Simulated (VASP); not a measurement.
# TiAl2 (Cmmm) in VASP: single point with LDA

Aim: the single point of TiAl2 with LDA.

Program: VASP 6.6.1. These are calculated values, not measurements. Logs are shortened: lines on timing, memory, paths and dates and some standing lists are left out, and cuts for length are marked.

### Step 1. The cell of the first run

It takes space group Cmmm (No. 65, orthorhombic). The conventional cell has a = 3.864 Å, b = 11.947 Å, c = 3.932 Å, α = 90.00°, β = 90.00°, γ = 90.00°. Within 3.5 Å of Ti (site symmetry m2m) lie 10 Al at 2.68 to 2.83 Å and 2 Ti at 2.96 Å. Within 3.5 Å of Al (site symmetry mmm) lie 4 Ti at 2.68 Å and 8 Al at 2.76 to 2.85 Å. Within 3.5 Å of Al (site symmetry m2m) lie 6 Al at 2.67 to 2.85 Å and 6 Ti at 2.76 to 2.83 Å. Al (site symmetry mmm) has 4 Ti at 2.71 Å and 8 Al at 2.76 to 2.83 Å within 3.6 Å.

### Step 2. Single point, LDA

Contents of INCAR:

```
ALGO = Fast ; EDIFF = 1E-6
ENCUT = 520 ; GGA = CA
ISIF = 2 ; ISMEAR = 0
LASPH = True ; LCHARG = False
LREAL = False ; LWAVE = False
NBANDS = 27 ; NELM = 60
PREC = Accurate ; SIGMA = 0.1
```

Contents of KPOINTS:

```
k-points
0
Gamma
  10 10 10
```

Contents of POSCAR:

```
TiAl2
1.0
    1.9318918288     -5.9735899594      0.0000000000
    1.9318918288      5.9735899594      0.0000000000
    0.0000000000      0.0000000000      3.9315125167
Ti Al
2 4
Direct
    0.6560629582      0.3439370418      0.0000000000
    0.3439370418      0.6560629582      0.0000000000
    0.0000000000      0.0000000000      0.0000000000
    0.8269844142      0.1730155858      0.5000000000
    0.1730155858      0.8269844142      0.5000000000
    0.5000000000      0.5000000000      0.5000000000
```

Potentials or basis: VASP PAW LDA potentials, release 64 (Ti_sv, Al).

Run with:

```sh
$ cat potpaw_LDA.64/Ti_sv/POTCAR potpaw_LDA.64/Al/POTCAR > POTCAR
$ mpirun -np 1 vasp_std > vasp.out
```

OUTCAR:

```text
EDIFF = 1E-6
   ENCUT = 520
   GGA = CA
   ISIF = 2
   ISMEAR = 0
   LASPH = True
   LREAL = False
   NELM = 60
   PREC = Accurate

 ion  position               nearest neighbor table
   1  0.656  0.344  0.000-   3 2.68   3 2.68   6 2.71   6 2.71   5 2.76   5 2.76   5 2.76   5 2.76
                             4 2.83   4 2.83
   2  0.344  0.656  0.000-   3 2.68   3 2.68   6 2.71   6 2.71   4 2.76   4 2.76   4 2.76   4 2.76
                             5 2.83   5 2.83
   3  0.000  0.000  0.000-   1 2.68   2 2.68   1 2.68   2 2.68   6 2.76   6 2.76   6 2.76   6 2.76
                             4 2.85   4 2.85   5 2.85   5 2.85
   4  0.827  0.173  0.500-   5 2.67   5 2.67   2 2.76   2 2.76   2 2.76   2 2.76   6 2.83   6 2.83
                             1 2.83   1 2.83   3 2.85   3 2.85
   5  0.173  0.827  0.500-   4 2.67   4 2.67   1 2.76   1 2.76   1 2.76   1 2.76   6 2.83   6 2.83
                             2 2.83   2 2.83   3 2.85   3 2.85
   6  0.500  0.500  0.500-   1 2.71   2 2.71   1 2.71   2 2.71   3 2.76   3 2.76   3 2.76   3 2.76
                             5 2.83   4 2.83   5 2.83   4 2.83

  LATTYP: Found a base centered orthorhombic cell.
 ALAT       =     3.8637836576
 B/A-ratio  =     3.0920933928
 C/A-ratio  =     1.0175291541

  Lattice vectors:

 A1 = (   1.9318918288,  -5.9735899594,   0.0000000000)
 A2 = (   1.9318918288,   5.9735899594,   0.0000000000)
 A3 = (   0.0000000000,   0.0000000000,   3.9315125167)

Analysis of symmetry for initial positions (statically):
=====================================================================
 Subroutine PRICEL returns:
 Original cell was already a primitive cell.

 Routine SETGRP: Setting up the symmetry group for a
 base centered orthorhombic supercell.

 Subroutine GETGRP returns: Found  8 space group operations
 (whereof  8 operations were pure point group operations)
 out of a pool of  8 trial point group operations.

The static configuration has the point symmetry D_2h.

Analysis of symmetry for dynamics (positions and initial velocities):
=====================================================================
 Subroutine PRICEL returns:
 Original cell was already a primitive cell.

 Routine SETGRP: Setting up the symmetry group for a
 base centered orthorhombic supercell.

 Subroutine GETGRP returns: Found  8 space group operations
 (whereof  8 operations were pure point group operations)
 out of a pool of  8 trial point group operations.

The dynamic configuration has the point symmetry D_2h.

 Subroutine INISYM returns: Found  8 space group operations
 (whereof  8 operations are pure point group operations),
 and found     1 'primitive' translations

----------------------------------------------------------------------------------------

                                     Primitive cell

  volume of cell :      90.7419

  direct lattice vectors                    reciprocal lattice vectors
     1.931891829 -5.973589959  0.000000000     0.258813663 -0.083701761  0.000000000
     1.931891829  5.973589959  0.000000000     0.258813663  0.083701761  0.000000000
     0.000000000  0.000000000  3.931512517     0.000000000  0.000000000  0.254355034

  length of vectors
     6.278214957  6.278214957  3.931512517     0.272011942  0.272011942  0.254355034

  position of ions in fractional coordinates (direct lattice)
     0.656062958  0.343937042  0.000000000
     0.343937042  0.656062958  0.000000000
     0.000000000  0.000000000  0.000000000
     0.826984414  0.173015586  0.500000000
     0.173015586  0.826984414  0.500000000
     0.500000000  0.500000000  0.500000000

  ion indices of the primitive-cell ions
   primitive index   ion index
                 1           1
                 2           2
                 3           3
                 4           4
                 5           5
                 6           6

----------------------------------------------------------------------------------------

 KPOINTS: k-points

Automatic generation of k-mesh.
 Grid dimensions read from file:
 generate k-points for:   10   10   10

 Generating k-lattice:

  Cartesian coordinates                     Fractional coordinates (reciprocal lattice)
     0.025881366 -0.008370176  0.000000000     0.100000000  0.000000000  0.000000000
     0.025881366  0.008370176  0.000000000     0.000000000  0.100000000  0.000000000
     0.000000000  0.000000000  0.025435503     0.000000000  0.000000000  0.100000000

  Length of vectors
     0.027201194  0.027201194  0.025435503

  Shift w.r.t. Gamma in fractional coordinates (k-lattice)
     0.000000000  0.000000000  0.000000000

 Subroutine IBZKPT returns following result:
 ===========================================

 Found    186 irreducible k-points:

 Following reciprocal coordinates:
            Coordinates               Weight
  0.000000  0.000000  0.000000      1.000000
  0.100000  0.000000  0.000000      4.000000
  0.200000  0.000000  0.000000      4.000000
  0.300000 -0.000000  0.000000      4.000000
  0.400000 -0.000000  0.000000      4.000000
  0.500000  0.000000  0.000000      2.000000
[... 16 lines left out ...]
  0.300000  0.300000  0.000000      2.000000
  0.400000  0.300000  0.000000      4.000000
 [... further k-points ...]
   k-points           NKPTS =    186   k-points in BZ     NKDIM =    186   number of bands    NBANDS=     27
   number of dos      NEDOS =    301   number of ions     NIONS =      6
   total plane-waves  NPLWV =  69120
   dimension x,y,z NGX =    48 NGY =   48 NGZ =   30
   dimension x,y,z NGXF=    96 NGYF=   96 NGZF=   60
   ions per type =               2   4
   NGX,Y,Z   is equivalent  to a cutoff of  12.71, 12.71, 12.69 a.u.
   NGXF,Y,Z  is equivalent  to a cutoff of  25.42, 25.42, 25.37 a.u.
 SYSTEM =  unknown system
   PREC   = accura    normal or accurate (medium, high low for compatibility)
   ISTART =      0    job   : 0-new  1-cont  2-samecut
   ICHARG =      2    charge: 1-file 2-atom 10-const
   ISPIN  =      1    spin polarized calculation?
   LNONCOLLINEAR =      F non collinear calculations
   LSORBIT =      F    spin-orbit coupling
   LASPH  =      T    aspherical Exc in radial PAW
   ENCUT  =  520.0 eV  38.22 Ry    6.18 a.u.  11.67 11.67  7.31*2*pi/ulx,y,z
   NELM   =     60;   NELMIN=  2; NELMDL= -5     # of ELM steps
   EDIFF  = 0.1E-05   stopping-criterion for ELM
   LREAL  =      F    real-space projection
   EDIFFG = 0.1E-04   stopping-criterion for IOM
   NSW    =      0    number of steps for IOM
   IBRION =     -1    ionic relax: 0-MD 1-quasi-New 2-CG
   NFREE  =      0    steps in history (QN), initial steepest desc. (CG)
   ISIF   =      2    stress and relaxation
   ISYM   =      2    0-nonsym 1-usesym 2-fastsym
   POTIM  = 0.5000    time-step for ionic-motion
   TEBEG  =    0.0;   TEEND  =   0.0 temperature during run
   PSTRESS=    0.0 pullay stress
   NELECT =      36.0000    total number of electrons
   NUPDOWN=      -1.0000    fix difference up-down
   EMIN   =  10.00;   EMAX   =-10.00  energy-range for DOS
   EFERMI =   0.00;   METHOD = LEGACY
   ISMEAR =     0;   SIGMA  =   0.10  broadening in eV -4-tet -1-fermi 0-gaus
   EFERMI_NEDOS =   21; number of points for ismear=-14 and -15
   IALGO  =     68    algorithm
   IMIX   =      4    mixing-type and parameters
     AMIX     =   0.40;   BMIX     =  1.00
     AMIX_MAG =   1.60;   BMIX_MAG =  1.00
  volume/ion in A,a.u.               =      15.12       102.06
  Fermi-wavevector in a.u.,A,eV,Ry     =   1.202928  2.273205 19.688124  1.447036
  Thomas-Fermi vector in A             =   2.338696
   LORBIT       =      0    0 simple, 1 ext, 2 COOP (PROOUT), +10 PAW based schemes
   GGA     = CA    functional components
   LHFCALC =     F    Hartree Fock is set to
   AEXX    =    0.0000 exact exchange contribution
   IVDW    =     0    specifies the selected vdW correction
   LEPSILON=     F    determine dielectric tensor
   LRPA    =     F    only Hartree local field effects (RPA)
 non-spin polarized calculation
 RMM-DIIS sequential band-by-band and
 Gauss-broadening in eV      SIGMA  =   0.10
  energy-cutoff  :      520.00
  volume of cell :       90.74
 maximum number of plane-waves:      2461
   NGX = 23   NGY = 23   NGZ = 15

 number of electron      35.9999994 magnetization

 Free energy of the ion-electron system (eV)
  ---------------------------------------------------
  ext. energy  EPLUGINS =         0.00000000
  ---------------------------------------------------
  free energy    TOTEN  =       -36.56822864 eV

  energy without entropy =      -36.55505244  energy(sigma->0) =      -36.56164054

 E-fermi :   8.7999     XC(G=0): -11.2689

 val. band max:        8.7903989125   @ k =  -0.2000   0.2000   0.3000
 cond. band min:       8.8060225190   @ k =   0.1000   0.0000   0.0000
 fundamental gap:      0.0156236066
 Fermi energy:         8.7998789934

 k-point     1 :       0.0000    0.0000    0.0000
  band No.  band energies     occupation
      1     -47.0920      2.00000
      2     -47.0560      2.00000
      3     -23.8447      2.00000
      4     -23.8167      2.00000
      5     -23.8059      2.00000
      6     -23.7900      2.00000
[... 19 lines left out ...]
     26      12.5105      0.00000
     27      12.9444      0.00000

 k-point     2 :       0.1000    0.0000    0.0000
  band No.  band energies     occupation
      1     -47.0910      2.00000
      2     -47.0568      2.00000
      3     -23.8436      2.00000
      4     -23.8172      2.00000
      5     -23.8067      2.00000
      6     -23.7943      2.00000
[... 19 lines left out ...]
     26      13.0238      0.00000
     27      13.1119      0.00000

 k-point     3 :       0.2000    0.0000    0.0000
  band No.  band energies     occupation
      1     -47.0881      2.00000
      2     -47.0591      2.00000
      3     -23.8403      2.00000
      4     -23.8195      2.00000
      5     -23.8090      2.00000
      6     -23.8047      2.00000
[... 19 lines left out ...]
     26      13.0487      0.00000
     27      13.9462      0.00000

 k-point     4 :       0.3000   -0.0000    0.0000
  band No.  band energies     occupation
      1     -47.0838      2.00000
      2     -47.0627      2.00000
      3     -23.8355      2.00000
      4     -23.8243      2.00000
      5     -23.8162      2.00000
      6     -23.8127      2.00000
[... 19 lines left out ...]
     26      12.6431      0.00000
     27      14.0292      0.00000

 k-point     5 :       0.4000   -0.0000    0.0000
  band No.  band energies     occupation
      1     -47.0785      2.00000
      2     -47.0674      2.00000
      3     -23.8302      2.00000
      4     -23.8296      2.00000
      5     -23.8241      2.00000
      6     -23.8176      2.00000
[... 19 lines left out ...]
     26      12.1895      0.00000
     27      13.5714      0.00000

 k-point     6 :       0.5000    0.0000    0.0000
  band No.  band energies     occupation
      1     -47.0733      2.00000
      2     -47.0723      2.00000
      3     -23.8329      2.00000
      4     -23.8269      2.00000
      5     -23.8242      2.00000
      6     -23.8226      2.00000
[... 444 lines left out ...]
      1     -47.0904      2.00000
      2     -47.0573      2.00000
      3     -23.8428      2.00000
      4     -23.8086      2.00000
      5     -23.8075      2.00000
      6     -23.7952      2.00000
[... 19 lines left out ...]
     26      12.3578      0.00000
     27      13.0158      0.00000

 k-point    22 :      -0.2000    0.2000    0.0000
  band No.  band energies     occupation
      1     -47.0916      2.00000
      2     -47.0564      2.00000
      3     -23.8442      2.00000
      4     -23.8101      2.00000
      5     -23.8065      2.00000
      6     -23.7906      2.00000
[... 19 lines left out ...]
     26      12.4804      0.00000
     27      12.6204      0.00000

 k-point    23 :       0.3000    0.3000    0.0000
  band No.  band energies     occupation
      1     -47.0778      2.00000
      2     -47.0680      2.00000
      3     -23.8313      2.00000
      4     -23.8285      2.00000
      5     -23.8207      2.00000
      6     -23.8186      2.00000
[... 19 lines left out ...]
     26      12.0431      0.00000
     27      12.7694      0.00000

 k-point    24 :       0.4000    0.3000    0.0000
  band No.  band energies     occupation
      1     -47.0830      2.00000
      2     -47.0635      2.00000
      3     -23.8342      2.00000
      4     -23.8219      2.00000
      5     -23.8139      2.00000
      6     -23.8126      2.00000
[... 19 lines left out ...]
     26      12.1879      0.00000
     27      12.3463      0.00000

 [... further k-points ...]
[... 5 lines left out ...]
  --------------------------------------------------------------------------------------
  -------------------------------------------------------------------------------------
  Total        0.0999375      0.0969813      0.0807971      0.0000000      0.0000000      0.0000000
  in kB        1.7645386      1.7123434      1.4265878      0.0000000      0.0000000      0.0000000
  external PRESSURE =       1.6344899 kB  Pullay stress =       0.0000000 kB

 VOLUME and BASIS-vectors are now :
 -----------------------------------------------------------------------------
  energy-cutoff  :      520.00
  volume of cell :       90.74
      direct lattice vectors                 reciprocal lattice vectors
     1.931891829 -5.973589959  0.000000000     0.258813663 -0.083701761  0.000000000
     1.931891829  5.973589959  0.000000000     0.258813663  0.083701761  0.000000000
     0.000000000  0.000000000  3.931512517     0.000000000  0.000000000  0.254355034

 POSITION                                       TOTAL-FORCE (eV/Angst)
 -----------------------------------------------------------------------------------
      1.93189     -1.86451      0.00000         0.000000     -0.002432     -0.000000
      1.93189      1.86451      0.00000         0.000000      0.002432      0.000000
      0.00000      0.00000      0.00000         0.000000     -0.000000     -0.000000
      1.93189     -3.90654      1.96576         0.000000     -0.004468     -0.000000
      1.93189      3.90654      1.96576         0.000000      0.004468     -0.000000
      1.93189      0.00000      1.96576         0.000000     -0.000000     -0.000000
 -----------------------------------------------------------------------------------
    total drift:                               -0.000000     -0.000000      0.000000

  FREE ENERGIE OF THE ION-ELECTRON SYSTEM (eV)
  ---------------------------------------------------
  free  energy   TOTEN  =       -36.5682286414 eV

  energy  without entropy=      -36.5550524365  energy(sigma->0) =      -36.56164054
```

It took 19 min on 1 thread of Intel Xeon Platinum 8259CL at 2.50GHz (Skylake/Cascade Lake), shared host; peak memory 0.47 GiB.

What came out:

* Free energy: -36.5682 eV
* Pressure: 0.2 GPa
* Largest force: 0.004 eV/Å
* Band gap on the k mesh: zero (band 18 reaches 9.74 eV, above the bottom of band 19 at 8.17 eV)

Forces on the atoms (eV/Å):
```
Ti   0.000 -0.002  0.000
Ti   0.000  0.002  0.000
Al   0.000  0.000  0.000
Al   0.000 -0.004  0.000
Al   0.000  0.004  0.000
Al   0.000  0.000  0.000
```

Levels at points of the mesh, in eV from the Fermi level:
```csv
k point,band 14,band 15,band 16,band 17,band 18,band 19,band 20,band 21,band 22,band 23
"(0.00, 0.00, 0.00)",-1.79,-1.62,-0.69,-0.53,-0.51,0.37,0.59,0.92,1.02,1.08
"(0.50, 0.00, 0.00)",-1.96,-1.69,-1.32,-1.02,-0.27,0.84,1.22,1.38,1.48,1.82
"(0.50, 0.50, 0.00)",-1.99,-1.77,-1.26,-0.70,-0.50,0.23,1.21,1.28,1.33,1.66
"(0.00, 0.00, 0.50)",-2.52,-1.60,-0.86,-0.18,0.08,0.57,1.06,1.17,1.39,1.42
"(0.50, 0.00, 0.50)",-3.61,-2.39,-1.73,-1.52,-1.15,-0.55,1.29,1.35,1.37,1.61
"(0.50, 0.50, 0.50)",-2.17,-2.02,-0.86,0.06,0.85,0.97,1.39,1.52,1.81,1.84
```
